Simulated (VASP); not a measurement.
# Au in VASP: notebook, part 2 of 2

VASP 6.6.1. Earlier steps stand in the parts before.

## (3) Single point, PBE (the distance across one plane changed)

INCAR reads:

```
PREC = Accurate
ENCUT = 520
EDIFF = 1E-6
ISMEAR = 0
SIGMA = 0.15
LREAL = F
LASPH = T
NELM = 100
ALGO = Fast
ISIF = 2
LWAVE = F
LCHARG = F
GGA = PE
NBANDS = 42
```

KPOINTS reads:

```
regular mesh
0
Gamma
  18 18 4
```

POSCAR reads:

```
Au
1.0
    2.0455000000     -2.0455000000      0.0000000000
    2.0455000000      0.0000000000     -2.0455000000
    8.0087949192      8.0087949192      8.0087949192
Au
6
Direct
    0.6666666667      0.6666666667      0.0851185445
    0.0000000000      0.0000000000      0.9364742606
    0.3333333333      0.3333333333      0.2553896877
    0.6666666667      0.6666666667      0.5959319741
    0.0000000000      0.0000000000      0.4256608309
    0.3333333333      0.3333333333      0.7662031173
```

Potentials or basis: VASP PAW PBE potentials, release 64 (Au).

Started as:

```
$ cat potpaw_PBE.64/Au/POTCAR > POTCAR
$ mpirun -np 1 vasp_std > vasp.out
```

OUTCAR:

```text
PREC = Accurate
   ENCUT = 520
   EDIFF = 1E-6
   ISMEAR = 0
   LREAL = F
   LASPH = T
   NELM = 100
   ISIF = 2
   GGA = PE

 ion  position               nearest neighbor table
   1  0.667  0.667  0.085-   2 2.65   2 2.65   2 2.65   3 2.89   3 2.89   3 2.89
   2  0.000  0.000  0.936-   1 2.65   1 2.65   1 2.65   6 2.89   6 2.89   6 2.89
   3  0.333  0.333  0.255-   5 2.89   1 2.89   1 2.89   5 2.89   5 2.89   1 2.89
   4  0.667  0.667  0.596-   5 2.89   6 2.89   6 2.89   5 2.89   5 2.89   6 2.89
   5  0.000  0.000  0.426-   3 2.89   4 2.89   4 2.89   4 2.89   3 2.89   3 2.89
   6  0.333  0.333  0.766-   4 2.89   4 2.89   4 2.89   2 2.89   2 2.89   2 2.89

  LATTYP: Found a hexagonal cell.
 ALAT       =     2.8927738418
 C/A-ratio  =     4.7952727956

  Lattice vectors:

 A1 = (  -2.0455000000,   0.0000000000,   2.0455000000)
 A2 = (   2.0455000000,  -2.0455000000,  -0.0000000000)
 A3 = (   8.0087949192,   8.0087949192,   8.0087949192)

Analysis of symmetry for initial positions (statically):
=====================================================================
 Subroutine PRICEL returns:
 Original cell was already a primitive cell.
[... 186 lines left out ...]
 fundamental gap:      0.0134340227
 Fermi energy:         9.8019409211

 k-point     1 :       0.0000    0.0000    0.0000
  band No.  band energies     occupation
      1      -0.4130      2.00000
      2       0.5995      2.00000
      3       0.8466      2.00000
      4       2.0103      2.00000
      5       2.2608      2.00000
      6       2.4373      2.00000
[... 1069 lines left out ...]
     41      15.9252      0.00000
     42      18.0583      0.00000

 [... further k-points ...]

------------------------ aborting loop because EDIFF is reached ----------------------------------------

  FORCE on cell =-STRESS in cart. coord.  units (eV):
  Direction    XX          YY          ZZ          XY          YZ          ZX
  --------------------------------------------------------------------------------------
  -------------------------------------------------------------------------------------
  Total        8.5082790      8.5082790      8.5082790      0.5343617      0.5343617      0.5343617
  in kB      135.6016299    135.6016299    135.6016299      8.5164488      8.5164488      8.5164488
  external PRESSURE =     135.6016299 kB  Pullay stress =       0.0000000 kB

 VOLUME and BASIS-vectors are now :
 -----------------------------------------------------------------------------
  energy-cutoff  :      520.00
  volume of cell :      100.53
      direct lattice vectors                 reciprocal lattice vectors
     2.045500000 -2.045500000  0.000000000     0.162959342 -0.325918683  0.162959342
     2.045500000  0.000000000 -2.045500000     0.162959342  0.162959342 -0.325918683
     8.008794919  8.008794919  8.008794919     0.041620910  0.041620910  0.041620910

 POSITION                                       TOTAL-FORCE (eV/Angst)
 -----------------------------------------------------------------------------------
      3.40903     -0.68197     -0.68197         1.371967      1.371967      1.371967
      7.50003      7.50003      7.50003        -1.371967     -1.371967     -1.371967
      3.40903      1.36353      1.36353         0.000596      0.000596      0.000596
      7.50003      3.40903      3.40903        -0.006325     -0.006325     -0.006325
      3.40903      3.40903      3.40903         0.006325      0.006325      0.006325
      7.50003      5.45453      5.45453        -0.000596     -0.000596     -0.000596
 -----------------------------------------------------------------------------------
    total drift:                                0.000003      0.000003      0.000003

  FREE ENERGIE OF THE ION-ELECTRON SYSTEM (eV)
  ---------------------------------------------------
  free  energy   TOTEN  =       -18.8232730665 eV

  energy  without entropy=      -18.8064910012  energy(sigma->0) =      -18.81488203
```

OSZICAR:

```text
N       E                     dE             d eps       ncg     rms          rms(c)
DAV:   1     0.448978891807E+03    0.44898E+03   -0.34124E+04 11592   0.154E+03
DAV:   2    -0.782763949693E+01   -0.45681E+03   -0.43281E+03 12168   0.346E+02
DAV:   3    -0.203120125589E+02   -0.12484E+02   -0.12262E+02 13356   0.562E+01
DAV:   4    -0.204232411730E+02   -0.11123E+00   -0.11099E+00 12752   0.511E+00
DAV:   5    -0.204241883358E+02   -0.94716E-03   -0.94702E-03 13016   0.525E-01    0.251E+01
RMM:   6    -0.189550689499E+02    0.14691E+01   -0.32346E+00 11622   0.966E+00    0.157E+01
RMM:   7    -0.188835802344E+02    0.71489E-01   -0.11274E+00 11967   0.544E+00    0.402E+00
RMM:   8    -0.188565939458E+02    0.26986E-01   -0.23894E-01 12540   0.245E+00    0.136E+00
RMM:   9    -0.188233126958E+02    0.33281E-01   -0.21743E-02 11947   0.713E-01    0.385E-01
RMM:  10    -0.188232747490E+02    0.37947E-04   -0.12955E-03 12504   0.166E-01    0.131E-01
RMM:  11    -0.188232809270E+02   -0.61780E-05   -0.25924E-04 12567   0.765E-02    0.184E-01
RMM:  12    -0.188232739748E+02    0.69521E-05   -0.72956E-05 12783   0.400E-02    0.123E-02
RMM:  13    -0.188232735183E+02    0.45656E-06   -0.12116E-05 12140   0.160E-02    0.537E-03
RMM:  14    -0.188232730665E+02    0.45180E-06   -0.29232E-06  8703   0.791E-03
   1 F= -.18823273E+02 E0= -.18814882E+02  d E =-.167821E-01
```

Wall time 5.7 min (1 thread of AMD EPYC 9R45 (Zen 5), shared host); peak memory 0.49 GiB.

Results:

| Quantity | Value |
| --- | --- |
| Free energy | -18.8233 eV |
| Pressure | 13.6 GPa |
| Largest force | 2.376 eV/Å |
| Band gap on the k mesh | zero (bands 33 and 34 overlap by 4.82 eV) |

Forces in eV/Å, atoms in the order of the input:
```
Au   1.372  1.372  1.372
Au  -1.372 -1.372 -1.372
Au   0.001  0.001  0.001
Au  -0.006 -0.006 -0.006
Au   0.006  0.006  0.006
Au  -0.001 -0.001 -0.001
```

Stress tensor (GPa, compression positive):
```
13.56  0.85  0.85
 0.85 13.56  0.85
 0.85  0.85 13.56
```

Caveat: the cell differs from its parent crystal (the distance across one plane changed); the cell stands under pressure; spin-orbit coupling is left out, which moves the levels of the heavy elements; forces of over 1 eV/Å act on the atoms, so gaps and moduli don't describe the material at rest.

The gap in the log of VASP goes by the Fermi energy; the results here count the filled bands.